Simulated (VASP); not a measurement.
# Li (Im-3m) in VASP: further runs

The runs below take Li through single point, relaxation of volume and atoms at fixed shape, with PBE.

All numbers are computed with VASP 6.6.1; they aren't measurements. Logs are shortened: lines on timing, memory, paths and dates and some standing lists are left out, and cuts for length are marked.

## Step 1: The cell of the first run

Symmetry: Im-3m, No. 229, cubic system. Conventional cell: a = 3.433 Å, b = 3.433 Å, c = 3.433 Å, α = 90.00°, β = 90.00°, γ = 90.00°. Li (site symmetry m-3m) has 14 Li at 2.97 to 3.43 Å within 3.9 Å.

## Step 2: Single point, PBE

Contents of INCAR:

```
PREC = Accurate
ENCUT = 520
EDIFF = 1E-7
ISMEAR = 1
SIGMA = 0.1
LREAL = F
LASPH = T
NELM = 100
ALGO = Normal
ISIF = 2
LWAVE = F
LCHARG = F
GGA = PE
NBANDS = 10
```

Contents of KPOINTS:

```
Automatic mesh
0
Gamma
  12 12 12
```

Contents of POSCAR:

```
Li
1.0
    3.4328963862      0.0000000000      0.0000000000
    0.0000000000      3.4328963862      0.0000000000
    0.0000000000      0.0000000000      3.4328963862
Li
2
Direct
    0.0000000000      0.0000000000      0.0000000000
    0.5000000000      0.5000000000      0.5000000000
```

Potentials or basis: VASP PAW PBE potentials, release 64 (Li_sv).

The run is started by

```
$ cat potpaw_PBE.64/Li_sv/POTCAR > POTCAR
$ mpirun -np 1 vasp_std > vasp.out
```

OUTCAR:

```text
PREC = Accurate
   ENCUT = 520
   EDIFF = 1E-7
   ISMEAR = 1
   LREAL = F
   LASPH = T
   NELM = 100
   ISIF = 2
   GGA = PE

 ion  position               nearest neighbor table
   1  0.000  0.000  0.000-
   2  0.500  0.500  0.500-

  LATTYP: Found a simple cubic cell.
 ALAT       =     3.4328963862

  Lattice vectors:

 A1 = (   3.4328963862,   0.0000000000,   0.0000000000)
 A2 = (   0.0000000000,   3.4328963862,   0.0000000000)
 A3 = (   0.0000000000,   0.0000000000,   3.4328963862)

Analysis of symmetry for initial positions (statically):
=====================================================================
 Subroutine PRICEL returns following result:

  LATTYP: Found a body centered cubic cell.
 ALAT       =     3.4328963862

  Lattice vectors:

 A1 = (   1.7164481931,   1.7164481931,  -1.7164481931)
 A2 = (  -1.7164481931,   1.7164481931,   1.7164481931)
 A3 = (   1.7164481931,  -1.7164481931,   1.7164481931)

   2 primitive cells build up your supercell.

 Routine SETGRP: Setting up the symmetry group for a
 simple cubic supercell.

 Subroutine GETGRP returns: Found 48 space group operations
 (whereof 48 operations were pure point group operations)
 out of a pool of 48 trial point group operations.

The static configuration has the point symmetry O_h .

Analysis of symmetry for dynamics (positions and initial velocities):
=====================================================================
 Subroutine PRICEL returns following result:

  LATTYP: Found a body centered cubic cell.
 ALAT       =     3.4328963862

  Lattice vectors:

 A1 = (   1.7164481931,   1.7164481931,  -1.7164481931)
 A2 = (  -1.7164481931,   1.7164481931,   1.7164481931)
 A3 = (   1.7164481931,  -1.7164481931,   1.7164481931)

   2 primitive cells build up your supercell.

 Routine SETGRP: Setting up the symmetry group for a
 simple cubic supercell.

 Subroutine GETGRP returns: Found 48 space group operations
 (whereof 48 operations were pure point group operations)
 out of a pool of 48 trial point group operations.

The dynamic configuration has the point symmetry O_h .

 Subroutine INISYM returns: Found 48 space group operations
 (whereof 48 operations are pure point group operations),
 and found     2 'primitive' translations

----------------------------------------------------------------------------------------

                                     Primitive cell

  volume of cell :      20.2280

  direct lattice vectors                    reciprocal lattice vectors
     1.716448193  1.716448193 -1.716448193     0.291299208  0.291299208  0.000000000
    -1.716448193  1.716448193  1.716448193    -0.000000000  0.291299208  0.291299208
     1.716448193 -1.716448193  1.716448193     0.291299208  0.000000000  0.291299208

  length of vectors
     2.972975479  2.972975479  2.972975479     0.411959291  0.411959291  0.411959291

  position of ions in fractional coordinates (direct lattice)
     0.000000000  0.000000000  0.000000000

  ion indices of the primitive-cell ions
   primitive index   ion index
                 1           1

----------------------------------------------------------------------------------------

 KPOINTS: Automatic mesh

Automatic generation of k-mesh.
 Grid dimensions read from file:
 generate k-points for:   12   12   12

 Generating k-lattice:

  Cartesian coordinates                     Fractional coordinates (reciprocal lattice)
     0.024274934  0.000000000  0.000000000     0.083333333  0.000000000  0.000000000
     0.000000000  0.024274934  0.000000000     0.000000000  0.083333333  0.000000000
     0.000000000  0.000000000  0.024274934     0.000000000  0.000000000  0.083333333

  Length of vectors
     0.024274934  0.024274934  0.024274934

  Shift w.r.t. Gamma in fractional coordinates (k-lattice)
     0.000000000  0.000000000  0.000000000

 Subroutine IBZKPT returns following result:
 ===========================================

 Found     84 irreducible k-points:

 Following reciprocal coordinates:
            Coordinates               Weight
  0.000000  0.000000  0.000000      1.000000
  0.083333  0.000000  0.000000      6.000000
  0.166667  0.000000  0.000000      6.000000
  0.250000  0.000000  0.000000      6.000000
  0.333333  0.000000  0.000000      6.000000
  0.416667  0.000000  0.000000      6.000000
[... 16 lines left out ...]
  0.333333  0.333333  0.000000     12.000000
  0.416667  0.333333  0.000000     24.000000
 [... further k-points ...]
   k-points           NKPTS =     84   k-points in BZ     NKDIM =     84   number of bands    NBANDS=     10
   number of dos      NEDOS =    301   number of ions     NIONS =      2
   total plane-waves  NPLWV =  21952
   dimension x,y,z NGX =    28 NGY =   28 NGZ =   28
   dimension x,y,z NGXF=    56 NGYF=   56 NGZF=   56
   ions per type =               2
   NGX,Y,Z   is equivalent  to a cutoff of  13.56, 13.56, 13.56 a.u.
   NGXF,Y,Z  is equivalent  to a cutoff of  27.12, 27.12, 27.12 a.u.
 SYSTEM =  unknown system
   PREC   = accura    normal or accurate (medium, high low for compatibility)
   ISTART =      0    job   : 0-new  1-cont  2-samecut
   ICHARG =      2    charge: 1-file 2-atom 10-const
   ISPIN  =      1    spin polarized calculation?
   LNONCOLLINEAR =      F non collinear calculations
   LSORBIT =      F    spin-orbit coupling
   LASPH  =      T    aspherical Exc in radial PAW
   ENCUT  =  520.0 eV  38.22 Ry    6.18 a.u.   6.38  6.38  6.38*2*pi/ulx,y,z
   NELM   =    100;   NELMIN=  2; NELMDL= -5     # of ELM steps
   EDIFF  = 0.1E-06   stopping-criterion for ELM
   LREAL  =      F    real-space projection
   EDIFFG = 0.1E-05   stopping-criterion for IOM
   NSW    =      0    number of steps for IOM
   IBRION =     -1    ionic relax: 0-MD 1-quasi-New 2-CG
   NFREE  =      0    steps in history (QN), initial steepest desc. (CG)
   ISIF   =      2    stress and relaxation
   ISYM   =      2    0-nonsym 1-usesym 2-fastsym
   POTIM  = 0.5000    time-step for ionic-motion
   TEBEG  =    0.0;   TEEND  =   0.0 temperature during run
   PSTRESS=    0.0 pullay stress
   NELECT =       6.0000    total number of electrons
   NUPDOWN=      -1.0000    fix difference up-down
   EMIN   =  10.00;   EMAX   =-10.00  energy-range for DOS
   EFERMI =   0.00;   METHOD = LEGACY
   ISMEAR =     1;   SIGMA  =   0.10  broadening in eV -4-tet -1-fermi 0-gaus
   EFERMI_NEDOS =   21; number of points for ismear=-14 and -15
   IALGO  =     38    algorithm
   IMIX   =      4    mixing-type and parameters
     AMIX     =   0.40;   BMIX     =  1.00
     AMIX_MAG =   1.60;   BMIX_MAG =  1.00
  volume/ion in A,a.u.               =      20.23       136.51
  Fermi-wavevector in a.u.,A,eV,Ry     =   0.866558  1.637558 10.216936  0.750924
  Thomas-Fermi vector in A             =   1.984965
   LORBIT       =      0    0 simple, 1 ext, 2 COOP (PROOUT), +10 PAW based schemes
   GGA     = PE    functional components
   LHFCALC =     F    Hartree Fock is set to
   AEXX    =    0.0000 exact exchange contribution
   IVDW    =     0    specifies the selected vdW correction
   LEPSILON=     F    determine dielectric tensor
   LRPA    =     F    only Hartree local field effects (RPA)
 non-spin polarized calculation
 Methfessel and Paxton  Order N= 1 SIGMA  =   0.10
  energy-cutoff  :      520.00
  volume of cell :       40.46
 maximum number of plane-waves:      1108
 NGX is ok and might be reduce to    28
   NGX = 13   NGY = 13   NGZ = 13

 number of electron       6.0000000 magnetization

 Free energy of the ion-electron system (eV)
  ---------------------------------------------------
  ext. energy  EPLUGINS =         0.00000000
  ---------------------------------------------------
  free energy    TOTEN  =        -3.80672071 eV

  energy without entropy =       -3.80589331  energy(sigma->0) =       -3.80644491

 E-fermi :   0.6479     XC(G=0):  -7.0492

 val. band max:        0.6019760797   @ k =   0.5000   0.2500   0.2500
 cond. band min:       0.6569881872   @ k =   0.4167   0.1667   0.0833
 fundamental gap:      0.0550121074
 Fermi energy:         0.6479266224

 k-point     1 :       0.0000    0.0000    0.0000
  band No.  band energies     occupation
      1     -45.8937      2.00000
      2     -45.8605      2.00000
      3      -2.9322      2.00000
      4       6.1593      0.00000
      5       6.1593      0.00000
      6       6.1593      0.00000
      7       8.4138      0.00000
      8       8.4138      0.00000
      9      14.2610      0.00000
     10      15.2576      0.00000

 k-point     2 :       0.0833    0.0000    0.0000
  band No.  band energies     occupation
      1     -45.8930      2.00000
      2     -45.8611      2.00000
      3      -2.8662      2.00000
      4       5.2803      0.00000
      5       6.2444      0.00000
      6       6.2444      0.00000
      7       8.5024      0.00000
      8       9.4132      0.00000
      9      14.4067      0.00000
     10      14.8901      0.00000

 k-point     3 :       0.1667    0.0000    0.0000
  band No.  band energies     occupation
      1     -45.8912      2.00000
      2     -45.8625      2.00000
      3      -2.6687      2.00000
      4       3.9097      0.00000
      5       6.4995      0.00000
      6       6.4995      0.00000
      7       8.7681      0.00000
      8      11.0719      0.00000
      9      13.9262      0.00000
     10      13.9262      0.00000
[... 248 lines left out ...]
 k-point    23 :       0.3333    0.3333    0.0000
  band No.  band energies     occupation
      1     -45.8790      2.00000
      2     -45.8707      2.00000
      3      -0.8462      2.00000
      4       1.5678     -0.00000
      5       4.1437      0.00000
      6       6.8908      0.00000
      7       8.8153      0.00000
      8      11.6570      0.00000
      9      12.3224      0.00000
     10      13.0407      0.00000

 k-point    24 :       0.4167    0.3333    0.0000
  band No.  band energies     occupation
      1     -45.8767      2.00000
      2     -45.8724      2.00000
      3      -0.2861      2.00000
      4       1.0459     -0.00000
      5       4.3287      0.00000
      6       5.8327      0.00000
      7       9.5155      0.00000
      8      11.1105      0.00000
      9      12.4656      0.00000
     10      12.7973      0.00000

 [... further k-points ...]

------------------------ aborting loop because EDIFF is reached ----------------------------------------

  FORCE on cell =-STRESS in cart. coord.  units (eV):
  Direction    XX          YY          ZZ          XY          YZ          ZX
  --------------------------------------------------------------------------------------
  -------------------------------------------------------------------------------------
  Total       -0.0066524     -0.0066524     -0.0066524      0.0000000      0.0000000     -0.0000000
  in kB       -0.2634535     -0.2634535     -0.2634535      0.0000000      0.0000000     -0.0000000
  external PRESSURE =      -0.2634535 kB  Pullay stress =       0.0000000 kB

 VOLUME and BASIS-vectors are now :
 -----------------------------------------------------------------------------
  energy-cutoff  :      520.00
  volume of cell :       40.46
      direct lattice vectors                 reciprocal lattice vectors
     3.432896386  0.000000000  0.000000000     0.291299208  0.000000000  0.000000000
     0.000000000  3.432896386  0.000000000     0.000000000  0.291299208  0.000000000
     0.000000000  0.000000000  3.432896386     0.000000000  0.000000000  0.291299208

 POSITION                                       TOTAL-FORCE (eV/Angst)
 -----------------------------------------------------------------------------------
      0.00000      0.00000      0.00000        -0.000000      0.000000     -0.000000
      1.71645      1.71645      1.71645         0.000000     -0.000000      0.000000
 -----------------------------------------------------------------------------------
    total drift:                                0.000000      0.000000      0.000000

  FREE ENERGIE OF THE ION-ELECTRON SYSTEM (eV)
  ---------------------------------------------------
  free  energy   TOTEN  =        -3.8067207101 eV

  energy  without entropy=       -3.8058933144  energy(sigma->0) =       -3.80644491
```

Wall time 41 s (1 thread of Intel Xeon 8259CL, shared host); peak memory 0.16 GiB.

Results:

* Free energy: -3.8067 eV
* Band gap on the k mesh: zero (bands 3 and 4 overlap by 4.53 eV)

Levels at points of the mesh, in eV from the Fermi level:
```
           k point  band 1  band 2  band 3  band 4  band 5  band 6  band 7
(0.00, 0.00, 0.00)  -46.54  -46.51   -3.58    5.51    5.51    5.51    7.77
(0.50, 0.00, 0.00)  -46.52  -46.52   -1.16   -1.16    8.53    8.53    8.53
(0.50, 0.50, 0.00)  -46.52  -46.52    0.23    0.23    3.25    3.25   10.36
(0.50, 0.50, 0.50)  -46.52  -46.52    3.37    3.37    3.37    3.37    3.37
```

Caveat: the cutoff is under 1.25 times the usual one of these potentials, so pressure, stress and relaxed cells hold a basis-set (Pulay) error.

## Step 3: Relaxation of volume and atoms at fixed shape, PBE

This run uses another cell than the first one, of 21.62 Å³/atom.

Contents of INCAR:

```
SYSTEM = Li
  PREC = Accurate
  ENCUT = 600
  EDIFF = 1E-7
  ISMEAR = 1
  SIGMA = 0.1
  LREAL = .False.
  LASPH = .True.
  NELM = 100
  ALGO = Normal
  ISIF = 8
  LWAVE = .False.
  LCHARG = .False.
  GGA = PE
  IBRION = 2
  NSW = 80
  EDIFFG = -0.01
```

Contents of KPOINTS:

```
regular mesh
0
Gamma
  12 12 12
  0 0 0
```

Contents of POSCAR:

```
Li
1.0
    3.5100000000      0.0000000000      0.0000000000
    0.0000000000      3.5100000000      0.0000000000
    0.0000000000      0.0000000000      3.5100000000
Li
2
Direct
    0.0000000000      0.0000000000      0.0000000000
    0.5000000000      0.5000000000      0.5000000000
```

Potentials or basis: VASP PAW PBE potentials, release 64 (Li_sv).

The run is started by

```
$ cat potpaw_PBE.64/Li_sv/POTCAR > POTCAR
$ mpirun -np 1 vasp_std > vasp.out
```

Wall time 58 s (1 thread of Intel Xeon 8259CL, shared host); peak memory 0.16 GiB.

The run converged. Its results:

- Free energy: -3.8091 eV
- Relaxed volume: 20.14 Å³/atom
- Relaxed cell: a = 3.428 Å, b = 3.428 Å, c = 3.428 Å, α = 90.00°, β = 90.00°, γ = 90.00°
- Space group after relaxing (to 0.1 Å): Im-3m (No. 229)
- Energy gained by relaxing: 4.6 meV/atom
- Ionic steps: 3
- Pressure after relaxing: -0.1 GPa
- Band gap on the k mesh: zero (bands 3 and 4 overlap by 4.54 eV)

The path:
```csv
step,energy change (eV),largest force (eV/Å),pressure (GPa),volume (Å³)
1,0.0000,0.0000,-0.90,43.24
2,-0.0038,0.0000,-0.71,42.49
3,-0.0092,0.0000,-0.06,40.29
```

Final structure:
```
CELL_PARAMETERS angstrom
3.42818 0.00000 0.00000
0.00000 3.42818 0.00000
0.00000 0.00000 3.42818
ATOMIC_POSITIONS crystal
Li 0.00000 0.00000 0.00000
Li 0.50000 0.50000 0.50000
```

Levels at points of the mesh, in eV from the Fermi level:
| k point | band 1 | band 2 | band 3 | band 4 | band 5 | band 6 | band 7 |
| --- | --- | --- | --- | --- | --- | --- | --- |
| (0.00, 0.00, 0.00) | -46.53 | -46.50 | -3.59 | 5.53 | 5.53 | 5.53 | 7.78 |
| (0.50, 0.00, 0.00) | -46.51 | -46.51 | -1.17 | -1.17 | 8.56 | 8.56 | 8.56 |
| (0.50, 0.50, 0.00) | -46.51 | -46.51 | 0.23 | 0.23 | 3.26 | 3.26 | 10.39 |
| (0.50, 0.50, 0.50) | -46.51 | -46.51 | 3.38 | 3.38 | 3.38 | 3.38 | 3.38 |

Caveat: the cutoff is under 1.25 times the usual one of these potentials, so pressure, stress and relaxed cells hold a basis-set (Pulay) error.
